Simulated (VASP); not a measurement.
# MgRh16 in VASP: a series of runs, part 2 of 3

VASP 6.6.1. Earlier steps stand in the parts before.

## 3. Single point, PBE+D3(BJ)

INCAR

```
PREC = Accurate ; ENCUT = 520
EDIFF = 1E-6 ; ISMEAR = -1
SIGMA = 0.05 ; LREAL = Auto
LASPH = T ; NELM = 80
ALGO = Normal ; ISIF = 2
LWAVE = F ; LCHARG = F
GGA = PE ; IVDW = 12
NBANDS = 135 ; LUSENCCL = F
```

KPOINTS

```
Automatic mesh
0
Gamma
  2 3 1
```

POSCAR

```
MgRh16
1.0
    7.6000000000      0.0000000000      0.0000000000
    0.0000000000      5.3740120000      0.0000000000
    0.0000000000      0.0000000000     17.0305090000
Rh Mg
16 1
Direct
    0.2500000000      0.2500000000      0.0587182098
    0.7500000000      0.2500000000      0.0587182098
    0.2500000000      0.7500000000      0.0587182098
    0.7500000000      0.7500000000      0.0587182098
   -0.0003515789      0.0027904664      0.1280881270
    0.5003493421      0.0027926994      0.1281366869
   -0.0005085526      0.5004253805      0.1289876304
    0.5005075000      0.5004212867      0.1289428284
    0.2500009211      0.2591769427      0.2106597636
    0.7499967105      0.2536994707      0.2167518305
    0.2499997368      0.7518274987      0.2151097187
    0.7500005263      0.7526931462      0.2100744024
    0.0078332895      0.0095064916      0.2841178734
    0.4921577632      0.0095083524      0.2841439443
    0.0007492105      0.5045887505      0.2861083600
    0.4992389474      0.5045919138      0.2860939741
    0.7500109211      0.8091100280      0.3658248852
```

Potentials or basis: VASP PAW PBE potentials, release 64 (Rh_pv, Mg).

Started as:

```bash
$ cat potpaw_PBE.64/Rh_pv/POTCAR potpaw_PBE.64/Mg/POTCAR > POTCAR
$ mpirun -np 1 vasp_std > vasp.out
```

OUTCAR:

```text
PREC = Accurate
   ENCUT = 520
   EDIFF = 1E-6
   ISMEAR = -1
   LREAL = Auto
   LASPH = T
   NELM = 80
   ISIF = 2
   GGA = PE
   IVDW = 12
 IVDW          = 12

 ion  position               nearest neighbor table
   1  0.250  0.250  0.059-   9 2.59   5 2.60   6 2.60   8 2.62   7 2.62   3 2.69   3 2.69
   2  0.750  0.250  0.059-   5 2.60   6 2.60   8 2.61   7 2.62   4 2.69   4 2.69  10 2.69
   3  0.250  0.750  0.059-   8 2.62   7 2.62   5 2.62   6 2.62  11 2.66   1 2.69   1 2.69
   4  0.750  0.750  0.059-  12 2.58   8 2.61   7 2.61   5 2.62   6 2.62   2 2.69   2 2.69
   5  1.000  0.003  0.128-   2 2.60   1 2.60   4 2.62   3 2.62  13 2.66   7 2.67   7 2.70  12 2.71
                             9 2.74  11 2.76  10 2.77
   6  0.500  0.003  0.128-   2 2.60   1 2.60   4 2.62   3 2.62  14 2.66   8 2.67   8 2.70  12 2.71
                             9 2.74  11 2.76  10 2.77
   7  0.999  0.500  0.129-   4 2.61   2 2.62   3 2.62   1 2.62   5 2.67  15 2.68   9 2.69   5 2.70
                            12 2.71  10 2.75  11 2.76
   8  0.501  0.500  0.129-   4 2.61   2 2.61   3 2.62   1 2.62   6 2.67  16 2.68   9 2.69   6 2.70
                            12 2.71  10 2.75  11 2.76
   9  0.250  0.259  0.211-   1 2.59  13 2.60  14 2.60  16 2.64  15 2.64  11 2.65   7 2.69   8 2.69
                            11 2.73   6 2.74   5 2.74
  10  0.750  0.254  0.217-  16 2.62  15 2.62  13 2.62  14 2.62  12 2.68   2 2.69  12 2.69   7 2.75
                             8 2.75   6 2.77   5 2.77  17 3.49
  11  0.250  0.752  0.215-  13 2.59  14 2.59  16 2.61  15 2.61   9 2.65   3 2.66   9 2.73   7 2.76
                             8 2.76   6 2.76   5 2.76
  12  0.750  0.753  0.210-   4 2.58  16 2.66  15 2.66  17 2.67  10 2.68  10 2.69  13 2.71  14 2.71
                             7 2.71   8 2.71   6 2.71   5 2.71
  13  0.008  0.010  0.284-  11 2.59   9 2.60  10 2.62  17 2.63   5 2.66  15 2.66  12 2.71  15 2.71

  14  0.492  0.010  0.284-  11 2.59   9 2.60  10 2.62  17 2.63   6 2.66  16 2.66  12 2.71  16 2.71

  15  0.001  0.505  0.286-  11 2.61  10 2.62   9 2.64  13 2.66  12 2.66   7 2.68  13 2.71  17 2.86

  16  0.499  0.505  0.286-  11 2.61  10 2.62   9 2.64  14 2.66  12 2.66   8 2.68  14 2.71  17 2.86

  17  0.750  0.809  0.366-  14 2.63  13 2.63  12 2.67  15 2.86  16 2.86  10 3.49

  LATTYP: Found a simple orthorhombic cell.
 ALAT       =     5.3740120000
 B/A-ratio  =     1.4142134405
 C/A-ratio  =     3.1690493062

  Lattice vectors:

 A1 = (   0.0000000000,  -5.3740120000,   0.0000000000)
 A2 = (   7.6000000000,   0.0000000000,   0.0000000000)
 A3 = (   0.0000000000,   0.0000000000,  17.0305090000)

Analysis of symmetry for initial positions (statically):
=====================================================================
 Subroutine PRICEL returns:
 Original cell was already a primitive cell.

 Routine SETGRP: Setting up the symmetry group for a
 simple orthorhombic supercell.

 Subroutine GETGRP returns: Found  1 space group operations
 (whereof  1 operations were pure point group operations)
 out of a pool of  8 trial point group operations.

The static configuration has the point symmetry C_1 .

Analysis of symmetry for dynamics (positions and initial velocities):
=====================================================================
 Subroutine PRICEL returns:
 Original cell was already a primitive cell.

 Routine SETGRP: Setting up the symmetry group for a
 simple orthorhombic supercell.

 Subroutine GETGRP returns: Found  1 space group operations
 (whereof  1 operations were pure point group operations)
 out of a pool of  8 trial point group operations.

[... 92 lines left out ...]
   number of dos      NEDOS =    301   number of ions     NIONS =     17
   total plane-waves  NPLWV = 307200
   dimension x,y,z NGX =    60 NGY =   40 NGZ =  128
   dimension x,y,z NGXF=   120 NGYF=   80 NGZF=  256
   ions per type =              16   1
   NGX,Y,Z   is equivalent  to a cutoff of  13.12, 12.37, 12.49 a.u.
   NGXF,Y,Z  is equivalent  to a cutoff of  26.25, 24.75, 24.99 a.u.
 SYSTEM =  unknown system
   PREC   = accura    normal or accurate (medium, high low for compatibility)
   ISTART =      0    job   : 0-new  1-cont  2-samecut
   ICHARG =      2    charge: 1-file 2-atom 10-const
   ISPIN  =      1    spin polarized calculation?
   LNONCOLLINEAR =      F non collinear calculations
   LSORBIT =      F    spin-orbit coupling
   LASPH  =      T    aspherical Exc in radial PAW
   ENCUT  =  520.0 eV  38.22 Ry    6.18 a.u.  14.13  9.99 31.67*2*pi/ulx,y,z
   NELM   =     80;   NELMIN=  2; NELMDL= -5     # of ELM steps
   EDIFF  = 0.1E-05   stopping-criterion for ELM
   LREAL  =      T    real-space projection
   EDIFFG = 0.1E-04   stopping-criterion for IOM
   NSW    =      0    number of steps for IOM
   IBRION =     -1    ionic relax: 0-MD 1-quasi-New 2-CG
   NFREE  =      0    steps in history (QN), initial steepest desc. (CG)
   ISIF   =      2    stress and relaxation
   ISYM   =      2    0-nonsym 1-usesym 2-fastsym
   POTIM  = 0.5000    time-step for ionic-motion
   TEBEG  =    0.0;   TEEND  =   0.0 temperature during run
   PSTRESS=    0.0 pullay stress
   NELECT =     242.0000    total number of electrons
   NUPDOWN=      -1.0000    fix difference up-down
   EMIN   =  10.00;   EMAX   =-10.00  energy-range for DOS
   EFERMI =   0.00;   METHOD = LEGACY
   ISMEAR =    -1;   SIGMA  =   0.05  broadening in eV -4-tet -1-fermi 0-gaus
   EFERMI_NEDOS =   21; number of points for ismear=-14 and -15
   IALGO  =     38    algorithm
   IMIX   =      4    mixing-type and parameters
     AMIX     =   0.40;   BMIX     =  1.00
     AMIX_MAG =   1.60;   BMIX_MAG =  1.00
  volume/ion in A,a.u.               =      40.92       276.11
  Fermi-wavevector in a.u.,A,eV,Ry     =   1.151419  2.175866 18.038133  1.325765
  Thomas-Fermi vector in A             =   2.288077
   LORBIT       =      0    0 simple, 1 ext, 2 COOP (PROOUT), +10 PAW based schemes
   GGA     = PE    functional components
   LHFCALC =     F    Hartree Fock is set to
   AEXX    =    0.0000 exact exchange contribution
   IVDW    =    12    specifies the selected vdW correction
   LEPSILON=     F    determine dielectric tensor
   LRPA    =     F    only Hartree local field effects (RPA)
 non-spin polarized calculation
  energy-cutoff  :      520.00
  volume of cell :      695.57
 maximum number of plane-waves:     18768
 NGX is ok and might be reduce to    60
   NGX = 29   NGY = 19   NGZ = 63

 number of electron     242.0000006 magnetization

 Free energy of the ion-electron system (eV)
  ---------------------------------------------------
  ext. energy  EPLUGINS =         0.00000000
  ---------------------------------------------------
  free energy    TOTEN  =      -106.10521232 eV

  energy without entropy =     -105.77010912  energy(sigma->0) =     -105.93766072

 E-fermi :   1.0325     XC(G=0):  -5.8771

 val. band max:        1.0278582955   @ k =   0.0000   0.3333   0.0000
 cond. band min:       1.0332473069   @ k =   0.5000   0.3333   0.0000
 fundamental gap:      0.0053890114
 Fermi energy:         1.0324662650

 k-point     1 :       0.0000    0.0000    0.0000
  band No.  band energies     occupation
      1     -45.9218      2.00000
      2     -45.9166      2.00000
      3     -45.8738      2.00000
      4     -45.8423      2.00000
      5     -45.8331      2.00000
      6     -45.7879      2.00000
[... 533 lines left out ...]
    132       1.4218      0.00083
    133       1.5350      0.00009
 [bands above 133 left out]

------------------------ aborting loop because EDIFF is reached ----------------------------------------

 Edisp (eV)   -6.56203

 E8    (eV) :    -3.0931

  FORCE on cell =-STRESS in cart. coord.  units (eV):
  Direction    XX          YY          ZZ          XY          YZ          ZX
  --------------------------------------------------------------------------------------
  -------------------------------------------------------------------------------------
  Total      -9.20681   -10.01381    -0.16288     0.00088    -1.06135     0.00091
  in kB     -21.20703   -23.06588    -0.37518     0.00204    -2.44472     0.00209
  external pressure =      -14.88 kB  Pullay stress =        0.00 kB

 VOLUME and BASIS-vectors are now :
 -----------------------------------------------------------------------------
  energy-cutoff  :      520.00
  volume of cell :      695.57
      direct lattice vectors                 reciprocal lattice vectors
     7.600000000  0.000000000  0.000000000     0.131578947  0.000000000  0.000000000
     0.000000000  5.374012000  0.000000000     0.000000000  0.186080716  0.000000000
     0.000000000  0.000000000 17.030509000     0.000000000  0.000000000  0.058718151

 POSITION                                       TOTAL-FORCE (eV/Angst)
 -----------------------------------------------------------------------------------
      1.90000      1.34350      1.00000         0.000175      0.032852     -0.263837
      5.70000      1.34350      1.00000        -0.000171      0.061430      0.293067
      1.90000      4.03051      1.00000         0.000067      0.076335      0.218157
      5.70000      4.03051      1.00000        -0.000094      0.035069     -0.284319
      7.59733      0.01500      2.18141         0.000744     -0.001878      0.005794
      3.80265      0.01501      2.18223        -0.001021     -0.001954      0.005136
[... 9 lines left out ...]
      3.79422      2.71168      4.87233        -0.004215     -0.003613      0.002765
      5.70008      4.34817      6.23018        -0.000030     -0.193094     -0.017925
 -----------------------------------------------------------------------------------
    total drift:                               -0.000644      0.004741     -0.000423

  FREE ENERGIE OF THE ION-ELECTRON SYSTEM (eV)
  ---------------------------------------------------
  free  energy   TOTEN  =      -112.6672374895 eV

  energy  without entropy=     -112.3321342930  energy(sigma->0) =     -112.49968589
```

Run time: 74 s. Hardware: 1 × NVIDIA H100 80GB with 1 thread of AMD EPYC 7R13 (Zen 3), shared host; peak memory 1.6 GiB.

What came out:

```yaml
Free_energy: -112.6672 eV
Largest_force: 0.299 eV/Å
Band_gap_on_the_k_mesh: zero (bands 121 and 122 overlap by 0.35 eV)
Dispersion_energy_per_atom: -0.386 eV
```

Forces on the atoms (eV/Å):
```
Rh   0.000  0.033 -0.264
Rh   0.000  0.061  0.293
Rh   0.000  0.076  0.218
Rh   0.000  0.035 -0.284
Rh   0.001 -0.002  0.006
Rh  -0.001 -0.002  0.005
Rh   0.000  0.001 -0.002
Rh   0.000  0.001 -0.001
Rh   0.000 -0.022  0.005
Rh   0.000 -0.005  0.006
Rh   0.000  0.015  0.005
Rh   0.000  0.010 -0.015
Rh  -0.027 -0.001  0.020
Rh   0.027 -0.001  0.019
Rh   0.005 -0.004  0.004
Rh  -0.004 -0.004  0.003
Mg   0.000 -0.193 -0.018
```

Levels at points of the mesh, in eV from the Fermi level:
```tsv
k point	band 117	band 118	band 119	band 120	band 121	band 122	band 123	band 124
(0.00, 0.00, 0.00)	0.04	0.23	0.24	0.25	0.27	0.27	0.29	0.42
(0.50, 0.00, 0.00)	-0.25	-0.19	-0.18	-0.02	0.01	0.02	0.08	0.08
```

Caveat: the k points lie up to 0.41 Å⁻¹ apart; there is no dipole correction, which matters where the two faces differ.

## 4. Single point, PBE+D3(BJ)

INCAR

```
SYSTEM = MgRh16
PREC     = Accurate       ! precision mode
ENCUT    = 520            ! plane-wave cutoff, eV
EDIFF    = 1E-6           ! SCF threshold, eV
ISMEAR   = -1             ! smearing method
SIGMA    = 0.05           ! smearing width, eV
LREAL    = Auto         
LASPH    = .TRUE.         ! aspherical terms in the spheres
NELM     = 80             ! most SCF steps
ALGO     = Normal         ! electronic algorithm
ISIF     = 2              ! what is computed and relaxed
LWAVE    = .FALSE.        ! write WAVECAR
LCHARG   = .TRUE.         ! write CHGCAR
GGA      = PE             ! functional
IVDW     = 12             ! dispersion correction
LELF     = .TRUE.         ! ELF
LVHAR    = .TRUE.       
NBANDS   = 135            ! bands
LUSENCCL = .FALSE.
```

KPOINTS

```
Automatic mesh
0
G
  2 3 1
  0 0 0
```

POSCAR

```
MgRh16
1.0
    7.6000000000      0.0000000000      0.0000000000
    0.0000000000      5.3740120000      0.0000000000
    0.0000000000      0.0000000000     17.0305090000
Rh Mg
16 1
Direct
    0.2500000000      0.2500000000      0.0587182098
    0.7500000000      0.2500000000      0.0587182098
    0.2500000000      0.7500000000      0.0587182098
    0.7500000000      0.7500000000      0.0587182098
   -0.0015289474      0.0023775533      0.1276754559
    0.5015278947      0.0023796002      0.1276994129
   -0.0018622368      0.5005522876      0.1292360082
    0.5018601316      0.5005504268      0.1292157504
    0.2500001316      0.2625394212      0.2103580697
    0.7499982895      0.2531120139      0.2174212761
    0.2500003947      0.7492374412      0.2133289146
    0.7500007895      0.7517847001      0.2117959598
    0.0135344737      0.0093654424      0.2831241861
    0.4864578947      0.0093650703      0.2831395116
    0.0012202632      0.5059698415      0.2864114044
    0.4987701316      0.5059690972      0.2864081162
    0.7500050000      0.8724623242      0.3662393766
```

Started as:

```bash
$ cat potpaw_PBE.64/Rh_pv/POTCAR potpaw_PBE.64/Mg/POTCAR > POTCAR
$ mpirun -np 1 vasp_std > vasp.out
```

Wall time 91 s (1 × NVIDIA H100 80GB with 1 thread of AMD EPYC 7R13 (Zen 3), shared host); peak memory 1.6 GiB.

Results (log left out):

- Free energy: -112.5751 eV
- Largest force: 0.289 eV/Å
- Band gap on the k mesh: zero (bands 121 and 122 overlap by 0.33 eV)
- Dispersion energy per atom: -0.386 eV

Forces on the atoms (eV/Å):
```
Rh   0.000  0.006 -0.240
Rh   0.000  0.065  0.264
Rh   0.000  0.095  0.114
Rh   0.000  0.029 -0.196
Rh  -0.001  0.000  0.005
Rh   0.001  0.000  0.005
Rh  -0.004  0.002 -0.007
Rh   0.004  0.002 -0.006
Rh   0.000 -0.028 -0.006
Rh   0.000 -0.005  0.035
Rh   0.000  0.040  0.006
Rh   0.000  0.024 -0.031
Rh  -0.032  0.019  0.030
Rh   0.031  0.019  0.030
Rh   0.000  0.010  0.013
Rh   0.000  0.010  0.012
Mg   0.000 -0.288 -0.027
```

Levels at points of the mesh, in eV from the Fermi level:
```
           k point  band 117  band 118  band 119  band 120  band 121  band 122  band 123  band 124  band 125  band 126
(0.00, 0.00, 0.00)      0.04      0.22      0.23      0.25      0.25      0.27      0.30      0.39      0.48      0.59
(0.50, 0.00, 0.00)     -0.24     -0.19     -0.15     -0.01     -0.01      0.01      0.08      0.09      0.42      0.64
```

Caveat: the k points lie up to 0.41 Å⁻¹ apart; there is no dipole correction, which matters where the two faces differ.

[end of part 2 of 3]
